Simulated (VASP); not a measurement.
Input of a VASP 6.6.1 run:

INCAR

```
SYSTEM = BAs
  PREC = Accurate
  ENCUT = 600
  EDIFF = 1E-6
  ISMEAR = -1
  SIGMA = 0.05
  LREAL = .False.
  LASPH = .True.
  NELM = 80
  ALGO = Normal
  ISIF = 3
  LWAVE = .False.
  LCHARG = .False.
  GGA = PS
  IBRION = 2
  NSW = 80
  EDIFFG = -0.005
  PSTRESS = 50.0
```

Contents of KPOINTS:

```
Automatic mesh
0
Gamma
  10 10 10
  0 0 0
```

File POSCAR:

```
BAs
1.0
    0.0000000000      2.3885000000      2.3885000000
    2.3885000000      0.0000000000      2.3885000000
    2.3885000000      2.3885000000      0.0000000000
As B
1 1
Direct
    0.7500000000      0.7500000000      0.7500000000
    0.0000000000      0.0000000000      0.0000000000
```

Potentials or basis: VASP PAW PBE potentials, release 64 (As, B).

Run with:

```bash
$ cat potpaw_PBE.64/As/POTCAR potpaw_PBE.64/B/POTCAR > POTCAR
$ mpirun -np 1 vasp_std > vasp.out
```

Question: What does it give for the relaxed volume?

Answer: 13.19 Å³/atom.

Question: What does it give for the band gap on the k mesh?

Answer: 1.04 eV, indirect (least direct gap 3.28 eV).

Question: What does it give for the relaxed cell?

Answer: a = 3.341 Å, b = 3.341 Å, c = 3.341 Å, α = 60.00°, β = 60.00°, γ = 60.00°.

Question: Estimate the space group after relaxing (to 0.05 Å).

Answer: F-43m (No. 216).

Final structure:
```xyz
2
Lattice="0.0000 2.3626 2.3626 2.3626 0.0000 2.3626 2.3626 2.3626 0.0000" Properties=species:S:1:pos:R:3 pbc="T T T"
As    3.5439    3.5439    3.5439
B     0.0000    0.0000    0.0000
```

Caveat: the cell is relaxed towards a set pressure, so the enthalpy falls and the energy may rise; the PAW data sets were made with another functional, which shifts forces and pressure a little. Expect the measured gap to be larger: semilocal functionals such as PBEsol lack the derivative discontinuity.
